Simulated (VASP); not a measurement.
A run of VASP 6.6.1 is set up as follows.

The input POSCAR:

```
HfO2
1.0
    0.0000000000      2.5291609861      2.5291609861
    2.6050358157      0.0000000000      2.5291609861
    2.6050358157      2.5291609861      0.0000000000
Hf O
1 2
Direct
    0.0000000000      0.0000000000      0.0000000000
    0.2500000000      0.2500000000      0.2500000000
    0.7500000000      0.7500000000      0.7500000000
```

File INCAR.step1:

```
PREC = Accurate ; ENCUT = 520
ISMEAR = 0 ; SIGMA = 0.05
LREAL = F ; LASPH = T
NELM = 80 ; NBANDS = 18
GGA = PE ; ALGO = Normal
EDIFF = 1E-4 ; LWAVE = T
LCHARG = F
```

Contents of INCAR.step2:

```
PREC = Accurate ; ENCUT = 520
EDIFF = 1E-6 ; ISMEAR = 0
SIGMA = 0.05 ; LREAL = F
LASPH = T ; NELM = 80
ALGO = Normal ; ISIF = 2
LWAVE = F ; LCHARG = F
METAGGA = R2SCAN ; LMIXTAU = T
NBANDS = 18 ; ISTART = 1
```

File KPOINTS:

```
Automatic mesh
0
Gamma
  8 8 8
```

Potentials or basis: VASP PAW PBE potentials, release 64 (Hf_pv, O).

Launch:

```console
$ cat potpaw_PBE.64/Hf_pv/POTCAR potpaw_PBE.64/O/POTCAR > POTCAR
$ cp INCAR.step1 INCAR
$ mpirun -np 1 vasp_std > vasp.out
$ cp INCAR.step2 INCAR
$ mpirun -np 1 vasp_std > vasp.out
```

Task: Predict the pressure.

Result: -11.1 GPa.

Task: Estimate the band gap on the k mesh.

Result: 4.03 eV (least direct gap 4.07 eV).

Stress tensor (GPa, compression positive):
```
-20.63   0.00   0.00
  0.00  -6.31   0.00
  0.00   0.00  -6.31
```

Caveat: the cell differs from its parent crystal (strain +0.0300 x Voigt [1, 0, 0, 0, 0, 0]); the cell stands under tension; the PAW data sets were made with another functional, which shifts forces and pressure a little; spin-orbit coupling is left out, which moves the levels of the heavy elements. A k mesh can miss the band edges.
